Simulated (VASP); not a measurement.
# MgC2S2N2 (C2/m) in VASP: notebook

MgC2S2N2 is run at these levels: PBE; tasks: single point.

All numbers are computed with VASP 6.6.1; they aren't measurements. Logs are shortened: lines on timing, memory, paths and dates and some standing lists are left out, and cuts for length are marked.

**1. The cell of the first run**

The structure is monoclinic, space group C2/m (No. 12). Conventional cell: a = 10.741 Å, b = 3.781 Å, c = 6.232 Å, α = 90.00°, β = 105.04°, γ = 90.00°. Within 2.8 Å of Mg (site symmetry 2/m) lie 2 N at 2.08 Å and 4 S at 2.59 Å. Within 1.6 Å of C (site symmetry m) lie 1 N at 1.19 Å. N (site symmetry m) has 1 C at 1.19 Å within 1.6 Å. S (site symmetry m) has 1 C at 1.69 Å within 2.2 Å.

**2. Single point, PBE**

Input file INCAR:

```
PREC = Accurate ; ENCUT = 520
EDIFF = 1E-6 ; ISMEAR = -1
SIGMA = 0.1 ; LREAL = F
LASPH = T ; NELM = 80
ALGO = Normal ; ISIF = 2
LWAVE = F ; LCHARG = F
GGA = PE ; NBANDS = 25
```

Input file KPOINTS:

```
regular mesh
0
Gamma
  5 5 3
```

Input file POSCAR:

```
MgC2S2N2
1.0
    0.0000000000      3.7811070000      0.0000000000
    5.3705460000     -1.8905530000      0.0000000000
    1.6170750000      0.0000000000     -6.0190230000
Mg C N S
1 2 2 2
Direct
    0.0000000000      0.0000000000      0.0000000000
    0.7586100000      0.5172200000      0.7780000000
    0.2413900000      0.4827800000      0.2220000000
    0.8596300000      0.7192600000      0.8234200000
    0.1403700000      0.2807400000      0.1765800000
    0.6103000000      0.2206000000      0.7332000000
    0.3897000000      0.7794000000      0.2668000000
```

Potentials or basis: VASP PAW PBE potentials, release 64 (Mg, C, N, S).

Run with:

```bash
$ cat potpaw_PBE.64/Mg/POTCAR potpaw_PBE.64/C/POTCAR potpaw_PBE.64/N/POTCAR potpaw_PBE.64/S/POTCAR > POTCAR
$ mpirun -np 1 vasp_std > vasp.out
```

OUTCAR:

```text
PREC = Accurate
   ENCUT = 520
   EDIFF = 1E-6
   ISMEAR = -1
   LREAL = F
   LASPH = T
   NELM = 80
   ISIF = 2
   GGA = PE

 ion  position               nearest neighbor table
   1  0.000  0.000  0.000-   4 2.08   5 2.08   6 2.59   7 2.59   6 2.59   7 2.59
   2  0.759  0.517  0.778-   4 1.19   6 1.69
   3  0.241  0.483  0.222-   5 1.19   7 1.69
   4  0.860  0.719  0.823-   2 1.19   1 2.08
   5  0.140  0.281  0.177-   3 1.19   1 2.08
   6  0.610  0.221  0.733-   2 1.69   1 2.59   1 2.59
   7  0.390  0.779  0.267-   3 1.69   1 2.59   1 2.59

  LATTYP: Found a base centered monoclinic cell.
 ALAT       =    10.7410920000
 B/A-ratio  =     0.3520225876
 C/A-ratio  =     0.5802446292
 COS(beta)  =    -0.2594601096

  Lattice vectors:

 A1 = (  -5.3705460000,  -1.8905540000,   0.0000000000)
 A2 = (  -5.3705460000,   1.8905530000,   0.0000000000)
 A3 = (   1.6170750000,   0.0000000000,  -6.0190230000)

Analysis of symmetry for initial positions (statically):
=====================================================================
 Subroutine PRICEL returns:
 Original cell was already a primitive cell.

 Routine SETGRP: Setting up the symmetry group for a
 base centered monoclinic supercell.

 Subroutine GETGRP returns: Found  4 space group operations
 (whereof  4 operations were pure point group operations)
 out of a pool of  4 trial point group operations.

The static configuration has the point symmetry C_2h.

Analysis of symmetry for dynamics (positions and initial velocities):
=====================================================================
 Subroutine PRICEL returns:
 Original cell was already a primitive cell.

 Routine SETGRP: Setting up the symmetry group for a
 base centered monoclinic supercell.

 Subroutine GETGRP returns: Found  4 space group operations
 (whereof  4 operations were pure point group operations)
 out of a pool of  4 trial point group operations.

The dynamic configuration has the point symmetry C_2h.

 Subroutine INISYM returns: Found  4 space group operations
 (whereof  4 operations are pure point group operations),
 and found     1 'primitive' translations

----------------------------------------------------------------------------------------

                                     Primitive cell

  volume of cell :     122.2259

  direct lattice vectors                    reciprocal lattice vectors
     0.000000000  3.781107000  0.000000000     0.093100379  0.264472812  0.025012414
     5.370546000 -1.890553000  0.000000000     0.186200807  0.000000000  0.050024841
     1.617075000  0.000000000 -6.019023000     0.000000000  0.000000000 -0.166139920

  length of vectors
     3.781107000  5.693588937  6.232460945     0.281494529  0.192803593  0.166139920

  position of ions in fractional coordinates (direct lattice)
     0.000000000  0.000000000  0.000000000
     0.758610000  0.517220000  0.778000000
     0.241390000  0.482780000  0.222000000
     0.859630000  0.719260000  0.823420000
     0.140370000  0.280740000  0.176580000
     0.610300000  0.220600000  0.733200000
     0.389700000  0.779400000  0.266800000

  ion indices of the primitive-cell ions
   primitive index   ion index
                 1           1
                 2           2
                 3           3
                 4           4
                 5           5
                 6           6
                 7           7

----------------------------------------------------------------------------------------

 KPOINTS: regular mesh

Automatic generation of k-mesh.
 Grid dimensions read from file:
 generate k-points for:    5    5    3

 Generating k-lattice:

  Cartesian coordinates                     Fractional coordinates (reciprocal lattice)
     0.018620076  0.052894562  0.005002483     0.200000000  0.000000000 -0.000000000
     0.037240161  0.000000000  0.010004968     0.000000000  0.200000000  0.000000000
     0.000000000  0.000000000 -0.055379973     0.000000000  0.000000000  0.333333333

  Length of vectors
     0.056298906  0.038560719  0.055379973

  Shift w.r.t. Gamma in fractional coordinates (k-lattice)
     0.000000000  0.000000000  0.000000000

 Subroutine IBZKPT returns following result:
 ===========================================

 Found     24 irreducible k-points:

 Following reciprocal coordinates:
            Coordinates               Weight
  0.000000  0.000000  0.000000      1.000000
  0.200000  0.000000 -0.000000      4.000000
  0.400000  0.000000  0.000000      4.000000
  0.000000  0.200000 -0.000000      2.000000
  0.200000  0.200000 -0.000000      4.000000
  0.400000  0.200000 -0.000000      4.000000
[... 16 lines left out ...]
  0.200000 -0.400000  0.333333      4.000000
  0.000000 -0.200000  0.333333      2.000000
   k-points           NKPTS =     24   k-points in BZ     NKDIM =     24   number of bands    NBANDS=     25
   number of dos      NEDOS =    301   number of ions     NIONS =      7
   total plane-waves  NPLWV =  56448
   dimension x,y,z NGX =    28 NGY =   42 NGZ =   48
   dimension x,y,z NGXF=    56 NGYF=   84 NGZF=   96
   ions per type =               1   2   2   2
   NGX,Y,Z   is equivalent  to a cutoff of  12.31, 12.26, 12.80 a.u.
   NGXF,Y,Z  is equivalent  to a cutoff of  24.62, 24.53, 25.61 a.u.
 SYSTEM =  unknown system
   PREC   = accura    normal or accurate (medium, high low for compatibility)
   ISTART =      0    job   : 0-new  1-cont  2-samecut
   ICHARG =      2    charge: 1-file 2-atom 10-const
   ISPIN  =      1    spin polarized calculation?
   LNONCOLLINEAR =      F non collinear calculations
   LSORBIT =      F    spin-orbit coupling
   LASPH  =      T    aspherical Exc in radial PAW
   ENCUT  =  520.0 eV  38.22 Ry    6.18 a.u.   7.03 10.59 11.59*2*pi/ulx,y,z
   NELM   =     80;   NELMIN=  2; NELMDL= -5     # of ELM steps
   EDIFF  = 0.1E-05   stopping-criterion for ELM
   LREAL  =      F    real-space projection
[... 7 lines left out ...]
   TEBEG  =    0.0;   TEEND  =   0.0 temperature during run
   PSTRESS=    0.0 pullay stress
   NELECT =      32.0000    total number of electrons
   NUPDOWN=      -1.0000    fix difference up-down
   EMIN   =  10.00;   EMAX   =-10.00  energy-range for DOS
   EFERMI =   0.00;   METHOD = LEGACY
   ISMEAR =    -1;   SIGMA  =   0.10  broadening in eV -4-tet -1-fermi 0-gaus
   EFERMI_NEDOS =   21; number of points for ismear=-14 and -15
   IALGO  =     38    algorithm
   IMIX   =      4    mixing-type and parameters
     AMIX     =   0.40;   BMIX     =  1.00
     AMIX_MAG =   1.60;   BMIX_MAG =  1.00
  volume/ion in A,a.u.               =      17.46       117.83
  Fermi-wavevector in a.u.,A,eV,Ry     =   1.047298  1.979107 14.923326  1.096834
  Thomas-Fermi vector in A             =   2.182172
   LORBIT       =      0    0 simple, 1 ext, 2 COOP (PROOUT), +10 PAW based schemes
   GGA     = PE    functional components
   LHFCALC =     F    Hartree Fock is set to
   AEXX    =    0.0000 exact exchange contribution
   IVDW    =     0    specifies the selected vdW correction
   LEPSILON=     F    determine dielectric tensor
   LRPA    =     F    only Hartree local field effects (RPA)
 non-spin polarized calculation
  energy-cutoff  :      520.00
  volume of cell :      122.23
 maximum number of plane-waves:      3306
   NGX = 15   NGY = 21   NGZ = 23

 number of electron      31.9999999 magnetization

 Free energy of the ion-electron system (eV)
  ---------------------------------------------------
  ext. energy  EPLUGINS =         0.00000000
  ---------------------------------------------------
  free energy    TOTEN  =       -46.27684618 eV

  energy without entropy =      -46.27684617  energy(sigma->0) =      -46.27684618

 E-fermi :   2.4907     XC(G=0):  -8.4297

 val. band max:        0.6046809610   @ k =   0.0000   0.4000  -0.0000
 cond. band min:       4.4259594262   @ k =   0.4000   0.4000   0.3333
 fundamental gap:      3.8212784652
 Fermi energy:         2.4907453125

 k-point     1 :       0.0000    0.0000    0.0000
  band No.  band energies     occupation
      1     -16.5675      2.00000
      2     -16.2242      2.00000
      3     -12.6361      2.00000
      4     -12.5325      2.00000
      5      -6.6278      2.00000
      6      -6.1508      2.00000
[... 17 lines left out ...]
     24       7.6368      0.00000
     25       9.2091      0.00000

 k-point     2 :       0.2000    0.0000   -0.0000
  band No.  band energies     occupation
      1     -16.5097      2.00000
      2     -16.2318      2.00000
      3     -12.6104      2.00000
      4     -12.4935      2.00000
      5      -6.4178      2.00000
      6      -5.9569      2.00000
[... 17 lines left out ...]
     24       8.7352      0.00000
     25       9.0489      0.00000

 k-point     3 :       0.4000    0.0000    0.0000
  band No.  band energies     occupation
      1     -16.3830      2.00000
      2     -16.2766      2.00000
      3     -12.5601      2.00000
      4     -12.4318      2.00000
      5      -5.9205      2.00000
      6      -5.6171      2.00000
[... 17 lines left out ...]
     24       8.8680      0.00000
     25       9.9149      0.00000

 k-point     4 :       0.0000    0.2000   -0.0000
  band No.  band energies     occupation
      1     -16.5508      2.00000
      2     -16.2196      2.00000
      3     -12.7105      2.00000
      4     -12.5583      2.00000
      5      -6.3495      2.00000
      6      -5.9218      2.00000
[... 17 lines left out ...]
     24       7.7524      0.00000
     25       9.2644      0.00000

 k-point     5 :       0.2000    0.2000   -0.0000
  band No.  band energies     occupation
      1     -16.4865      2.00000
      2     -16.2270      2.00000
      3     -12.7030      2.00000
      4     -12.5315      2.00000
      5      -5.9404      2.00000
      6      -5.5998      2.00000
[... 17 lines left out ...]
     24       8.6664      0.00000
     25       9.0513      0.00000

 k-point     6 :       0.4000    0.2000   -0.0000
  band No.  band energies     occupation
      1     -16.3696      2.00000
      2     -16.2792      2.00000
      3     -12.5961      2.00000
      4     -12.4458      2.00000
      5      -5.6698      2.00000
      6      -5.3955      2.00000
[... 17 lines left out ...]
     24       9.0567      0.00000
     25       9.8135      0.00000
[... 393 lines left out ...]
 k-point    21 :       0.4000    0.4000    0.3333
  band No.  band energies     occupation
      1     -16.3648      2.00000
      2     -16.2831      2.00000
      3     -12.6021      2.00000
      4     -12.4394      2.00000
      5      -5.6077      2.00000
      6      -5.4683      2.00000
[... 17 lines left out ...]
     24       8.8714      0.00000
     25       9.8392      0.00000

 k-point    22 :       0.0000   -0.4000    0.3333
  band No.  band energies     occupation
      1     -16.5062      2.00000
      2     -16.2281      2.00000
      3     -12.8732      2.00000
      4     -12.5572      2.00000
      5      -5.6890      2.00000
      6      -5.3313      2.00000
[... 17 lines left out ...]
     24       8.0688      0.00000
     25       9.1759      0.00000

 k-point    23 :       0.2000   -0.4000    0.3333
  band No.  band energies     occupation
      1     -16.4709      2.00000
      2     -16.2418      2.00000
      3     -12.7256      2.00000
      4     -12.5146      2.00000
      5      -5.9347      2.00000
      6      -5.5904      2.00000
[... 17 lines left out ...]
     24       8.5981      0.00000
     25       9.1013      0.00000

 k-point    24 :       0.0000   -0.2000    0.3333
  band No.  band energies     occupation
      1     -16.5295      2.00000
      2     -16.2404      2.00000
      3     -12.7213      2.00000
      4     -12.5599      2.00000
      5      -6.3271      2.00000
      6      -5.9299      2.00000
[... 17 lines left out ...]
     24       7.5221      0.00000
     25       9.4658      0.00000

------------------------ aborting loop because EDIFF is reached ----------------------------------------

  FORCE on cell =-STRESS in cart. coord.  units (eV):
  Direction    XX          YY          ZZ          XY          YZ          ZX
  --------------------------------------------------------------------------------------
  -------------------------------------------------------------------------------------
  Total       -6.9825164      2.5491172      1.8147178     -0.0000006      0.0000002      2.1636196
  in kB      -91.5290884     33.4146547     23.7879096     -0.0000078      0.0000032     28.3614265
  external PRESSURE =     -11.4421747 kB  Pullay stress =       0.0000000 kB

 VOLUME and BASIS-vectors are now :
 -----------------------------------------------------------------------------
  energy-cutoff  :      520.00
  volume of cell :      122.23
      direct lattice vectors                 reciprocal lattice vectors
     0.000000000  3.781107000  0.000000000     0.093100379  0.264472812  0.025012414
     5.370546000 -1.890553000  0.000000000     0.186200807  0.000000000  0.050024841
     1.617075000  0.000000000 -6.019023000     0.000000000  0.000000000 -0.166139920

 POSITION                                       TOTAL-FORCE (eV/Angst)
 -----------------------------------------------------------------------------------
      0.00000      0.00000      0.00000         0.000000      0.000000      0.000000
      4.03584      1.89055     -4.68280         0.261486      0.000000     -0.446687
      2.95178      0.00000     -1.33622        -0.261486     -0.000000      0.446687
      5.19435      1.89055     -4.95618        -1.541893     -0.000000      0.462207
      1.79327      0.00000     -1.06284         1.541893      0.000000     -0.462207
      2.37038      1.89055     -4.41315         1.501421      0.000000      0.290436
      4.61724      0.00000     -1.60588        -1.501421     -0.000000     -0.290436
 -----------------------------------------------------------------------------------
    total drift:                                0.000000      0.000000      0.000000

  FREE ENERGIE OF THE ION-ELECTRON SYSTEM (eV)
  ---------------------------------------------------
  free  energy   TOTEN  =       -46.2768461806 eV

  energy  without entropy=      -46.2768461733  energy(sigma->0) =      -46.27684618
```

Run time: 58 s. Hardware: 1 thread of Intel Xeon Platinum 8375C at 2.90GHz (Ice Lake), shared host; peak memory 0.26 GiB.

What came out:

| Quantity | Value |
| --- | --- |
| Free energy | -46.2768 eV |
| Pressure | -1.1 GPa |
| Largest force | 1.610 eV/Å |
| Band gap on the k mesh | 3.82 eV (least direct gap 4.12 eV) |

Forces in eV/Å, atoms in the order of the input:
```
Mg   0.000  0.000  0.000
C    0.261  0.000 -0.447
C   -0.261  0.000  0.447
N   -1.542  0.000  0.462
N    1.542  0.000 -0.462
S    1.501  0.000  0.290
S   -1.501  0.000 -0.290
```

Caveat: the stress differs along the axes, from -9 to 3 GPa; forces of over 1 eV/Å act on the atoms, so gaps and moduli don't describe the material at rest. A k mesh can miss the band edges.

**3. Single point, PBE**

Input file INCAR:

```
ALGO = Normal ; EDIFF = 1E-6
ENCUT = 520 ; GGA = PE
ISIF = 2 ; ISMEAR = -5
LASPH = T ; LCHARG = T
LELF = T ; LREAL = F
LVHAR = T ; LWAVE = F
NBANDS = 25 ; NELM = 100
PREC = Accurate ; SIGMA = 0.1
```

Input file KPOINTS:

```
k-points
0
Gamma
  5 5 3
```

POSCAR is that of step 2.

Potentials or basis: VASP PAW PBE potentials, release 64 (Mg, C, N, S).

Run with:

```bash
$ cat potpaw_PBE.64/Mg/POTCAR potpaw_PBE.64/C/POTCAR potpaw_PBE.64/N/POTCAR potpaw_PBE.64/S/POTCAR > POTCAR
$ mpirun -np 1 vasp_std > vasp.out
```

Run time: 62 s. Hardware: 1 thread of Intel Xeon Platinum 8375C at 2.90GHz (Ice Lake), shared host; peak memory 0.26 GiB.

It converged, with:

```
Free energy            : -46.2768 eV
Pressure               : -1.1 GPa
Largest force          : 1.610 eV/Å
Band gap on the k mesh : 3.82 eV (least direct gap 4.12 eV)
```

Forces in eV/Å, atoms in the order of the input:
```
Mg   0.000  0.000  0.000
C    0.261  0.000 -0.447
C   -0.261  0.000  0.447
N   -1.542  0.000  0.462
N    1.542  0.000 -0.462
S    1.501  0.000  0.290
S   -1.501  0.000 -0.290
```

Stress tensor (GPa, compression positive):
```
-9.15  0.00  2.84
 0.00  3.34  0.00
 2.84  0.00  2.38
```

Levels at points of the mesh, in eV from the valence-band top:
| k point | band 14 | band 15 | band 16 | band 17 | band 18 | band 19 |
| --- | --- | --- | --- | --- | --- | --- |
| (0.00, 0.00, 0.00) | -0.90 | -0.74 | -0.36 | 3.96 | 4.35 | 4.99 |

Caveat: the stress differs along the axes, from -9 to 3 GPa; forces of over 1 eV/Å act on the atoms, so gaps and moduli don't describe the material at rest.

**4. Single point, PBE**

Input file INCAR:

```
SYSTEM = MgC2S2N2
ALGO     = Normal         ! electronic algorithm
EDIFF    = 1E-6           ! SCF threshold, eV
ENCUT    = 520            ! plane-wave cutoff, eV
GGA      = PE             ! functional
ISIF     = 2              ! what is computed and relaxed
ISMEAR   = -1             ! smearing method
ISYM     = 0            
LASPH    = .TRUE.         ! aspherical terms in the spheres
LCHARG   = .FALSE.        ! write CHGCAR
LREAL    = .FALSE.        ! projectors in reciprocal space
LWAVE    = .FALSE.        ! write WAVECAR
NBANDS   = 25             ! bands
NELM     = 80             ! most SCF steps
PREC     = Accurate       ! precision mode
SIGMA    = 0.1            ! smearing width, eV
```

Input file KPOINTS:

```
k-points
0
G
  5 5 3
  0 0 0
```

POSCAR is that of step 3.

Run with:

```bash
$ cat potpaw_PBE.64/Mg/POTCAR potpaw_PBE.64/C/POTCAR potpaw_PBE.64/N/POTCAR potpaw_PBE.64/S/POTCAR > POTCAR
$ mpirun -np 1 vasp_std > vasp.out
```

It took 87 s on 1 thread of Intel Xeon Platinum 8375C at 2.90GHz (Ice Lake), shared host; peak memory 0.28 GiB.

The run converged. Its results:

```
Free energy            : -46.2768 eV
Pressure               : -1.1 GPa
Largest force          : 1.610 eV/Å
Band gap on the k mesh : 3.82 eV (least direct gap 4.12 eV)
```

Forces on the atoms (eV/Å):
```
Mg   0.000  0.000  0.000
C    0.261  0.000 -0.447
C   -0.261  0.000  0.447
N   -1.542  0.000  0.462
N    1.542  0.000 -0.462
S    1.501  0.000  0.290
S   -1.501  0.000 -0.290
```

Stress tensor (GPa, compression positive):
```
-9.15  0.00  2.84
 0.00  3.34  0.00
 2.84  0.00  2.38
```

Levels at points of the mesh, in eV from the valence-band top:
```
           k point  band 12  band 13  band 14  band 15  band 16  band 17  band 18  band 19  band 20  band 21
(0.00, 0.00, 0.00)    -2.76    -1.04    -0.90    -0.74    -0.36     3.96     4.35     4.99     5.72     5.86
```

Caveat: the stress differs along the axes, from -9 to 3 GPa; forces of over 1 eV/Å act on the atoms, so gaps and moduli don't describe the material at rest. A k mesh can miss the band edges.
